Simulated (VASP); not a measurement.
# I (Fmmm) in VASP: a series of runs, part 2 of 2

VASP 6.6.1.

### Step 3. Single point, r2SCAN

This run uses another cell than the first one, of 41.36 Å³/atom.

POSCAR

```
I
1.0
    0.0000000000      2.3812671275      3.9357338680
    2.2067640717      0.0000000000      3.9357338680
    2.2067640717      2.3812671275      0.0000000000
I
1
Direct
    0.0000000000      0.0000000000      0.0000000000
```

INCAR.step1

```
SYSTEM = I
PREC = Accurate
ENCUT = 520
ISMEAR = -1
SIGMA = 0.05
LREAL = .FALSE.
LASPH = .TRUE.
NELM = 100
NBANDS = 10
GGA = PE
ALGO = Normal
EDIFF = 1E-4
LWAVE = .TRUE.
LCHARG = .FALSE.
```

INCAR.step2

```
SYSTEM = I
PREC = Accurate
ENCUT = 520
EDIFF = 1E-7
ISMEAR = -1
SIGMA = 0.05
LREAL = .FALSE.
LASPH = .TRUE.
NELM = 100
ALGO = Normal
ISIF = 2
LWAVE = .FALSE.
LCHARG = .FALSE.
METAGGA = R2SCAN
LMIXTAU = .TRUE.
NBANDS = 10
ISTART = 1
```

KPOINTS

```
regular mesh
0
G
  9 9 9
  0 0 0
```

Potentials or basis: VASP PAW PBE potentials, release 64 (I).

On the command line:

```sh
cat potpaw_PBE.64/I/POTCAR > POTCAR
cp INCAR.step1 INCAR
mpirun -np 1 vasp_std > vasp.out
cp INCAR.step2 INCAR
mpirun -np 1 vasp_std > vasp.out
```

OUTCAR:

```text
SYSTEM = I
   PREC = Accurate
   ENCUT = 520
   EDIFF = 1E-7
   ISMEAR = -1
   LREAL = .FALSE.
   LASPH = .TRUE.
   NELM = 100
   ISIF = 2
   METAGGA = R2SCAN
   ISTART = 1

 ion  position               nearest neighbor table
   1  0.000  0.000  0.000-

  LATTYP: Found a face centered orthorhombic cell.
 ALAT       =     4.4135281434
 B/A-ratio  =     1.0790764441
 C/A-ratio  =     1.7834864716

  Lattice vectors:
[... 491 lines left out ...]
      7      14.0410      0.00000
      8      18.5391      0.00000
      9      18.5622      0.00000
     10      18.7635      0.00000

 [... further k-points ...]

------------------------ aborting loop because EDIFF is reached ----------------------------------------

  FORCE on cell =-STRESS in cart. coord.  units (eV):
  Direction    XX          YY          ZZ          XY          YZ          ZX
  --------------------------------------------------------------------------------------
  -------------------------------------------------------------------------------------
  Total       -0.1917281     -0.2160817     -0.0161358      0.0000000      0.0000000      0.0000000
  in kB       -7.4263705     -8.3696802     -0.6250024      0.0000000      0.0000000      0.0000000
  external PRESSURE =      -5.4736844 kB  Pullay stress =       0.0000000 kB

 VOLUME and BASIS-vectors are now :
 -----------------------------------------------------------------------------
  energy-cutoff  :      520.00
  volume of cell :       41.36
      direct lattice vectors                 reciprocal lattice vectors
     0.000000000  2.381267128  3.935733868    -0.226576101  0.209972243  0.127041110
     2.206764072  0.000000000  3.935733868     0.226576101 -0.209972243  0.127041110
     2.206764072  2.381267128  0.000000000     0.226576101  0.209972243 -0.127041110

 POSITION                                       TOTAL-FORCE (eV/Angst)
 -----------------------------------------------------------------------------------
      0.00000      0.00000      0.00000         0.000000      0.000000     -0.000000
 -----------------------------------------------------------------------------------
    total drift:                                0.000000      0.000000      0.000000

  FREE ENERGIE OF THE ION-ELECTRON SYSTEM (eV)
  ---------------------------------------------------
  free  energy   TOTEN  =       -24.4002125516 eV

  energy  without entropy=      -24.3953793520  energy(sigma->0) =      -24.39779595
```

OSZICAR.step1:

```text
N       E                     dE             d eps       ncg     rms          rms(c)
DAV:   1     0.208673318930E+02    0.20867E+02   -0.23659E+03  2508   0.484E+02
DAV:   2    -0.472563557448E+00   -0.21340E+02   -0.20633E+02  3224   0.842E+01
DAV:   3    -0.141326336593E+01   -0.94070E+00   -0.93508E+00  3114   0.177E+01
DAV:   4    -0.142279170445E+01   -0.95283E-02   -0.95264E-02  3118   0.217E+00
DAV:   5    -0.142294014681E+01   -0.14844E-03   -0.14844E-03  3194   0.251E-01    0.457E+00
DAV:   6    -0.140109712605E+01    0.21843E-01   -0.17923E-02  2800   0.631E-01    0.283E+00
DAV:   7    -0.139269854224E+01    0.83986E-02   -0.36915E-02  2740   0.931E-01    0.140E-01
DAV:   8    -0.139263401430E+01    0.64528E-04   -0.17581E-03  2716   0.252E-01    0.328E-02
DAV:   9    -0.139263812915E+01   -0.41149E-05   -0.22415E-05  1882   0.366E-02
   1 F= -.13926381E+01 E0= -.13899247E+01  d E =-.542688E-02
```

Wall time 87 s (1 thread of Intel Xeon 6975P-C (Granite Rapids), shared host); peak memory 0.2 GiB.

What came out:

```
Free energy            : -24.4002 eV
Pressure               : -0.5 GPa
Band gap on the k mesh : zero (an odd number of electrons rules out a gap without spin polarisation)
```

Stress tensor (GPa, compression positive):
```
-0.74  0.00  0.00
 0.00 -0.84  0.00
 0.00  0.00 -0.06
```

Levels at points of the mesh, in eV from the Fermi level:
```csv
k point,band 1,band 2,band 3,band 4,band 5,band 6,band 7,band 8,band 9
"(0.00, 0.00, 0.00)",-14.32,-2.06,0.75,1.05,5.02,7.91,8.84,12.67,12.99
```

Caveat: the PAW data sets were made with another functional, which shifts forces and pressure a little; spin-orbit coupling is left out, which moves the levels of the heavy elements; an odd number of electrons without spin polarisation forces a metal; a magnetic or distorted state may lie lower.

### Step 4. Single point, r2SCAN

This run uses another cell than the first one, of 42.17 Å³/atom.

POSCAR

```
I
1.0
    0.0000000000      2.3967303343      3.9612912976
    2.2210941101      0.0000000000      3.9612912976
    2.2210941101      2.3967303343      0.0000000000
I
1
Direct
    0.0000000000      0.0000000000      0.0000000000
```

INCAR.step1

```
SYSTEM = I
ALGO = Normal
EDIFF = 1E-4
ENCUT = 520
GGA = PE
ISMEAR = -1
LASPH = .TRUE.
LCHARG = .FALSE.
LREAL = .FALSE.
LWAVE = .TRUE.
NBANDS = 10
NELM = 80
PREC = Accurate
SIGMA = 0.05
```

INCAR.step2

```
SYSTEM = I
ALGO = Normal
EDIFF = 1E-7
ENCUT = 520
ISIF = 2
ISMEAR = -1
ISTART = 1
LASPH = .TRUE.
LCHARG = .TRUE.
LELF = .TRUE.
LMIXTAU = .TRUE.
LREAL = .FALSE.
LVHAR = .TRUE.
LWAVE = .FALSE.
METAGGA = R2SCAN
NBANDS = 10
NELM = 80
PREC = Accurate
SIGMA = 0.05
```

KPOINTS

```
k-points
0
G
  9 9 9
  0 0 0
```

On the command line:

```sh
cat potpaw_PBE.64/I/POTCAR > POTCAR
cp INCAR.step1 INCAR
mpirun -np 1 vasp_std > vasp.out
cp INCAR.step2 INCAR
mpirun -np 1 vasp_std > vasp.out
```

Run time: 91 s. Hardware: 1 thread of Intel Xeon 6975P-C (Granite Rapids), shared host; peak memory 0.2 GiB.

The run converged. Its results:

```
Free energy            : -24.3964 eV
Pressure               : -1.0 GPa
Band gap on the k mesh : zero (an odd number of electrons rules out a gap without spin polarisation)
```

Stress tensor (GPa, compression positive):
```
-1.32  0.00  0.00
 0.00 -1.53  0.00
 0.00  0.00 -0.13
```

Levels at points of the mesh, in eV from the Fermi level:
```csv
k point,band 1,band 2,band 3,band 4,band 5,band 6,band 7,band 8,band 9
"(0.00, 0.00, 0.00)",-14.19,-2.00,0.73,1.02,5.07,7.95,8.80,12.65,12.96
```

Caveat: the PAW data sets were made with another functional, which shifts forces and pressure a little; spin-orbit coupling is left out, which moves the levels of the heavy elements; an odd number of electrons without spin polarisation forces a metal; a magnetic or distorted state may lie lower.

### Step 5. Single point, r2SCAN

This run uses another cell than the first one, of 42.99 Å³/atom.

POSCAR

```
I
1.0
    0.0000000000      2.4119965442      3.9865231326
    2.2352415877      0.0000000000      3.9865231326
    2.2352415877      2.4119965442      0.0000000000
I
1
Direct
    0.0000000000      0.0000000000      0.0000000000
```

INCAR.step1

```
SYSTEM = I
  ALGO = Normal
  EDIFF = 1E-4
  ENCUT = 520
  GGA = PE
  ISMEAR = -1
  LASPH = .True.
  LCHARG = .False.
  LREAL = .False.
  LWAVE = .True.
  NBANDS = 10
  NELM = 60
  PREC = Accurate
  SIGMA = 0.05
```

INCAR.step2

```
SYSTEM = I
  ALGO = Normal
  EDIFF = 1E-7
  ENCUT = 520
  ISIF = 2
  ISMEAR = -1
  ISTART = 1
  LASPH = .True.
  LCHARG = .False.
  LMIXTAU = .True.
  LREAL = .False.
  LWAVE = .False.
  METAGGA = R2SCAN
  NBANDS = 10
  NELM = 60
  PREC = Accurate
  SIGMA = 0.05
```

KPOINTS

```
k-points
0
Gamma
  9 9 9
  0 0 0
```

On the command line:

```sh
cat potpaw_PBE.64/I/POTCAR > POTCAR
cp INCAR.step1 INCAR
mpirun -np 1 vasp_std > vasp.out
cp INCAR.step2 INCAR
mpirun -np 1 vasp_std > vasp.out
```

It took 90 s on 1 thread of Intel Xeon 6975P-C (Granite Rapids), shared host; peak memory 0.21 GiB.

The run converged. Its results:

- Free energy: -24.3904 eV
- Pressure: -1.4 GPa
- Band gap on the k mesh: zero (an odd number of electrons rules out a gap without spin polarisation)

Stress tensor (GPa, compression positive):
```
-1.83  0.00  0.00
 0.00 -2.13  0.00
 0.00  0.00 -0.19
```

Levels at points of the mesh, in eV from the Fermi level:
```csv
k point,band 2,band 3,band 4,band 5,band 6,band 7
"(0.00, 0.00, 0.00)",-1.93,0.70,0.99,5.11,7.99,8.76
```

Caveat: the PAW data sets were made with another functional, which shifts forces and pressure a little; spin-orbit coupling is left out, which moves the levels of the heavy elements; an odd number of electrons without spin polarisation forces a metal; a magnetic or distorted state may lie lower.

### Step 6. Overview

| cell | gap on the mesh (eV) | pressure (GPa) |
| --- | --- | --- |
| a = 4.570, b = 4.482, c = 3.225 Å, angles 70.6, 67.7, 41.7°, 1 atom | none | 0.0 |
| a = 4.600, b = 4.512, c = 3.247 Å, angles 70.6, 67.7, 41.7°, 1 atom | none | -0.5 |
| a = 4.630, b = 4.541, c = 3.268 Å, angles 70.6, 67.7, 41.7°, 1 atom | none | -1.0 |
| a = 4.659, b = 4.570, c = 3.288 Å, angles 70.6, 67.7, 41.7°, 1 atom | none | -1.4 |

Alike in all rows: task single point; level r2SCAN; potentials or basis VASP PAW PBE potentials, release 64 (I); no spin polarisation; k mesh 9 × 9 × 9; cutoff (eV) 520; smearing fermi-dirac 0.05 eV.

Caveats: the PAW data sets were made with another functional, which shifts forces and pressure a little; spin-orbit coupling is left out, which moves the levels of the heavy elements; an odd number of electrons without spin polarisation forces a metal; a magnetic or distorted state may lie lower.

Absolute energies hang on the potentials; compare differences alone.
